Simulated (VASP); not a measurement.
Here is a VASP 6.6.1 calculation.

Contents of INCAR:

```
SYSTEM = Ti
ALGO = Normal
EDIFF = 1E-6
ENCUT = 500
GGA = PE
GGA_COMPAT = .False.
ISIF = 2
ISMEAR = 0
LASPH = .True.
LCHARG = .False.
LREAL = .False.
LWAVE = .False.
NBANDS = 12
NELM = 120
PREC = Accurate
SIGMA = 0.05
```

The input KPOINTS:

```
k-points
0
Gamma
  18 18 18
  0 0 0
```

Contents of POSCAR:

```
Ti
1.0
   -1.6316897420      1.6316897420      1.6316897420
    1.6316897420     -1.6316897420      1.6316897420
    1.6316897420      1.6316897420     -1.6316897420
Ti
1
Direct
    0.0000000000      0.0000000000      0.0000000000
```

Potentials or basis: VASP PAW PBE potentials, release 64 (Ti_sv).

Launch:

```console
$ cat potpaw_PBE.64/Ti_sv/POTCAR > POTCAR
$ mpirun -np 1 vasp_std > vasp.out
```

**Question.** Estimate the band gap on the k mesh.

**Answer.** Zero (bands 6 and 7 overlap by 1.58 eV).

**Question.** Estimate the pressure.

**Answer.** -1.0 GPa.
